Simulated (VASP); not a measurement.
# InP (F-43m) in VASP: notebook, part 2 of 2

VASP 6.6.1.

### Step 3. Single point, PBE

This run uses another cell than the first one: it holds 8 atoms, not 2.

INCAR

```
SYSTEM = InP
  ALGO = Normal
  EDIFF = 1E-6
  ENCUT = 520
  GGA = PE
  ISIF = 2
  ISMEAR = 0
  LASPH = .TRUE.
  LCHARG = .TRUE.
  LELF = .TRUE.
  LREAL = .FALSE.
  LVHAR = .TRUE.
  LWAVE = .FALSE.
  NBANDS = 46
  NELM = 60
  PREC = Accurate
  SIGMA = 0.05
```

KPOINTS

```
k-points
0
G
  4 4 4
  0 0 0
```

POSCAR

```
InP
1.0
    5.9600684126      0.0000000000      0.0000000000
    0.0000000000     -5.9600684126      0.0000000000
    0.0000000000      0.0000000000     -5.9600684126
In P
4 4
Direct
    0.0000000000      0.5000000000      0.5000000000
    0.5000000000      0.0000000000      0.5000000000
    0.5000000000      0.5000000000      0.0000000000
    0.0000000000      0.0000000000      0.0000000000
    0.7500000000      0.7500000000      0.7500000000
    0.2500000000      0.2500000000      0.7500000000
    0.2500000000      0.7500000000      0.2500000000
    0.7500000000      0.2500000000      0.2500000000
```

Potentials or basis: VASP PAW PBE potentials, release 64 (In_d, P).

Run with:

```sh
> cat potpaw_PBE.64/In_d/POTCAR potpaw_PBE.64/P/POTCAR > POTCAR
> mpirun -np 1 vasp_std > vasp.out
```

OUTCAR:

```text
SYSTEM = InP
   EDIFF = 1E-6
   ENCUT = 520
   GGA = PE
   ISIF = 2
   ISMEAR = 0
   LASPH = .TRUE.
   LREAL = .FALSE.
   NELM = 60
   PREC = Accurate

 ion  position               nearest neighbor table
   1  0.000  0.500  0.500-   5 2.58   6 2.58   7 2.58   8 2.58
   2  0.500  0.000  0.500-   5 2.58   6 2.58   7 2.58   8 2.58
   3  0.500  0.500  0.000-   5 2.58   6 2.58   7 2.58   8 2.58
   4  0.000  0.000  0.000-   5 2.58   6 2.58   7 2.58   8 2.58
   5  0.750  0.750  0.750-   1 2.58   2 2.58   3 2.58   4 2.58
   6  0.250  0.250  0.750-   1 2.58   2 2.58   3 2.58   4 2.58
   7  0.250  0.750  0.250-   1 2.58   2 2.58   3 2.58   4 2.58
   8  0.750  0.250  0.250-   1 2.58   2 2.58   3 2.58   4 2.58

  LATTYP: Found a simple cubic cell.
 ALAT       =     5.9600684126

  Lattice vectors:

 A1 = (   5.9600684126,   0.0000000000,   0.0000000000)
 A2 = (   0.0000000000,  -5.9600684126,   0.0000000000)
 A3 = (   0.0000000000,   0.0000000000,  -5.9600684126)

Analysis of symmetry for initial positions (statically):
=====================================================================
 Subroutine PRICEL returns following result:

  LATTYP: Found a face centered cubic cell.
 ALAT       =     5.9600684126

  Lattice vectors:

 A1 = (   2.9800342063,   2.9800342063,   0.0000000000)
 A2 = (   2.9800342063,   0.0000000000,  -2.9800342063)
 A3 = (   0.0000000000,   2.9800342063,  -2.9800342063)

   4 primitive cells build up your supercell.

 Routine SETGRP: Setting up the symmetry group for a
 simple cubic supercell.

 Subroutine GETGRP returns: Found 24 space group operations
 (whereof 24 operations were pure point group operations)
 out of a pool of 48 trial point group operations.

The static configuration has the point symmetry T_d .

Analysis of symmetry for dynamics (positions and initial velocities):
=====================================================================
[... 129 lines left out ...]
   LORBIT       =      0    0 simple, 1 ext, 2 COOP (PROOUT), +10 PAW based schemes
   GGA     = PE    functional components
   LHFCALC =     F    Hartree Fock is set to
   AEXX    =    0.0000 exact exchange contribution
   IVDW    =     0    specifies the selected vdW correction
   LEPSILON=     F    determine dielectric tensor
   LRPA    =     F    only Hartree local field effects (RPA)
 non-spin polarized calculation
 Gauss-broadening in eV      SIGMA  =   0.05
  energy-cutoff  :      520.00
  volume of cell :      211.72
 maximum number of plane-waves:      5832
 NGX is ok and might be reduce to    48

 number of electron      72.0000029 magnetization

 Free energy of the ion-electron system (eV)
  ---------------------------------------------------
  ext. energy  EPLUGINS =         0.00000000
  ---------------------------------------------------
  free energy    TOTEN  =       -33.62142270 eV

  energy without entropy =      -33.62142270  energy(sigma->0) =      -33.62142270

 E-fermi :   4.8821     XC(G=0):  -9.0611

 val. band max:        4.6552282558   @ k =   0.0000   0.0000   0.0000
 cond. band min:       5.0922483073   @ k =   0.0000   0.0000   0.0000
 fundamental gap:      0.4370200515
 Fermi energy:         4.8821036428

 k-point     1 :       0.0000    0.0000    0.0000
  band No.  band energies     occupation
      1      -9.5969      2.00000
      2      -9.5969      2.00000
      3      -9.5969      2.00000
      4      -9.4415      2.00000
      5      -9.4415      2.00000
      6      -9.4415      2.00000
[... 479 lines left out ...]
     45       9.4565      0.00000
     46       9.4565      0.00000

------------------------ aborting loop because EDIFF is reached ----------------------------------------

  FORCE on cell =-STRESS in cart. coord.  units (eV):
  Direction    XX          YY          ZZ          XY          YZ          ZX
  --------------------------------------------------------------------------------------
  -------------------------------------------------------------------------------------
  Total       -0.1133428     -0.1133428     -0.1133428      0.0000000     -0.0000000      0.0000000
  in kB       -0.8577302     -0.8577302     -0.8577302      0.0000000     -0.0000000      0.0000000
  external PRESSURE =      -0.8577302 kB  Pullay stress =       0.0000000 kB

 VOLUME and BASIS-vectors are now :
 -----------------------------------------------------------------------------
  energy-cutoff  :      520.00
  volume of cell :      211.72
      direct lattice vectors                 reciprocal lattice vectors
     5.960068413  0.000000000  0.000000000     0.167783309  0.000000000  0.000000000
     0.000000000 -5.960068413  0.000000000     0.000000000 -0.167783309  0.000000000
     0.000000000  0.000000000 -5.960068413     0.000000000  0.000000000 -0.167783309

 POSITION                                       TOTAL-FORCE (eV/Angst)
 -----------------------------------------------------------------------------------
      0.00000     -2.98003     -2.98003        -0.000000      0.000000     -0.000000
      2.98003      0.00000     -2.98003        -0.000000     -0.000000      0.000000
      2.98003     -2.98003      0.00000        -0.000000     -0.000000     -0.000000
      0.00000      0.00000      0.00000         0.000000     -0.000000     -0.000000
      4.47005     -4.47005     -4.47005        -0.000000      0.000000      0.000000
      1.49002     -1.49002     -4.47005        -0.000000      0.000000     -0.000000
      1.49002     -4.47005     -1.49002        -0.000000      0.000000      0.000000
      4.47005     -1.49002     -1.49002        -0.000000      0.000000      0.000000
 -----------------------------------------------------------------------------------
    total drift:                                0.000000     -0.000000      0.000000

  FREE ENERGIE OF THE ION-ELECTRON SYSTEM (eV)
  ---------------------------------------------------
  free  energy   TOTEN  =       -33.6214226995 eV

  energy  without entropy=      -33.6214226995  energy(sigma->0) =      -33.62142270
```

OSZICAR:

```text
N       E                     dE             d eps       ncg     rms          rms(c)
DAV:   1     0.704128150968E+03    0.70413E+03   -0.31924E+04   920   0.176E+03
DAV:   2     0.632194124741E+02   -0.64091E+03   -0.62365E+03   920   0.459E+02
DAV:   3    -0.289436209452E+02   -0.92163E+02   -0.89969E+02  1072   0.188E+02
DAV:   4    -0.349492342407E+02   -0.60056E+01   -0.59730E+01  1152   0.460E+01
DAV:   5    -0.352212513925E+02   -0.27202E+00   -0.27184E+00  1366   0.941E+00    0.112E+01
DAV:   6    -0.336886483044E+02    0.15326E+01   -0.32110E+00  1238   0.170E+01    0.622E+00
DAV:   7    -0.336230306814E+02    0.65618E-01   -0.12674E+00  1374   0.461E+00    0.239E+00
DAV:   8    -0.336209968526E+02    0.20338E-02   -0.15603E-01  1252   0.338E+00    0.895E-01
DAV:   9    -0.336218384481E+02   -0.84160E-03   -0.39190E-02  1214   0.218E+00    0.361E-01
DAV:  10    -0.336211257019E+02    0.71275E-03   -0.84277E-03  1348   0.940E-01    0.116E-01
DAV:  11    -0.336214077540E+02   -0.28205E-03   -0.11535E-03  1108   0.152E-01    0.115E-01
DAV:  12    -0.336214013662E+02    0.63878E-05   -0.97465E-05  1460   0.601E-02    0.572E-02
DAV:  13    -0.336214527471E+02   -0.51381E-04   -0.20557E-04   976   0.431E-02    0.114E-01
DAV:  14    -0.336214220746E+02    0.30672E-04   -0.11123E-04  1100   0.523E-02    0.895E-03
DAV:  15    -0.336214225937E+02   -0.51907E-06   -0.13352E-05   978   0.116E-02    0.561E-03
DAV:  16    -0.336214226995E+02   -0.10583E-06   -0.25252E-07   550   0.322E-03
   1 F= -.33621423E+02 E0= -.33621423E+02  d E =-.109031E-10
```

Run time: 54 s. Hardware: 1 thread of Intel Xeon 6975P-C (Granite Rapids), shared host; peak memory 0.36 GiB.

Results:

```yaml
Free_energy: -33.6214 eV
Pressure: -0.1 GPa
Band_gap_on_the_k_mesh: 0.44 eV
```

Caveat: spin-orbit coupling is left out, which moves the levels of the heavy elements.
